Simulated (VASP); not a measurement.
K: relaxation of cell and atoms with PBE

K:

```
K
1.0
    -1.98873    1.98873    1.85938
     1.98873   -1.98873    1.85938
     1.98873    1.98873   -1.85938
K
1
Direct
  0.00000 0.00000 0.00000
```

- Program: VASP 6.6.1
- Task: relaxation of cell and atoms
- Functional: PBE
- Potentials or basis: VASP PAW PBE potentials, release 64 (K_sv)
- Cutoff: 500 eV
- k mesh: 8 × 8 × 8
- Occupations: gaussian, width 0.1 eV
- Spin: no spin polarisation
- Dipole correction: no
- Further INCAR settings: ALGO = Normal; EDIFF = 1e-07; IBRION = 2; EDIFFG = -0.05; NSW = 80; ISIF = 3

| Property | Result |
| --- | --- |
| Relaxed volume | 70.59 Å³/atom |
| Relaxed cell | a = 4.513 Å, b = 4.513 Å, c = 4.513 Å, α = 107.91°, β = 107.91°, γ = 112.63° |
| Space group after relaxing (to 0.1 Å) | I4/mmm (No. 139) |
| Energy gained by relaxing | 1160.5 meV/atom |
| Ionic steps | 5 |
| Pressure after relaxing | 0.0 GPa |
| Band gap on the k mesh | zero (an odd number of electrons rules out a gap without spin polarisation) |

Step by step:
| step | energy change (eV) | largest force (eV/Å) | pressure (GPa) | volume (Å³) |
| --- | --- | --- | --- | --- |
| 1 | 0.0000 | 0.0000 | 16.66 | 29.42 |
| 2 | -0.8931 | 0.0000 | 4.69 | 44.46 |
| 3 | -1.1210 | 0.0000 | 1.18 | 58.37 |
| 4 | -1.1556 | 0.0000 | 0.34 | 66.15 |
| 5 | -1.1605 | 0.0000 | 0.04 | 70.59 |

Final structure:
```yaml
crystal:
  lattice:
    - [-2.65537, 2.65537, 2.50281]
    - [2.65537, -2.65537, 2.50281]
    - [2.65537, 2.65537, -2.50281]
  atoms:
    - { symbol: K, position: [0.00000, 0.00000, 0.00000] }
```

Levels at points of the mesh, in eV from the Fermi level:
| k point | band 1 | band 2 | band 3 | band 4 | band 5 | band 6 | band 7 | band 8 |
| --- | --- | --- | --- | --- | --- | --- | --- | --- |
| (0.00, 0.00, 0.00) | -32.13 | -15.58 | -15.58 | -15.58 | -2.24 | 4.11 | 4.42 | 4.42 |
| (0.50, 0.00, 0.00) | -32.13 | -15.66 | -15.60 | -15.58 | 0.47 | 0.74 | 3.05 | 4.97 |
| (0.50, 0.50, 0.00) | -32.13 | -15.66 | -15.60 | -15.58 | 0.34 | 0.59 | 3.39 | 4.78 |
| (0.50, 0.50, 0.50) | -32.13 | -15.64 | -15.64 | -15.63 | 1.53 | 1.72 | 3.34 | 3.34 |

Wall time 2.9 min on 1 thread of Intel Xeon 8259CL, on a shared host, peak memory 0.16 GiB.

Caveat: the volume moved by over 15 % at a fixed basis, so the end points are rough.
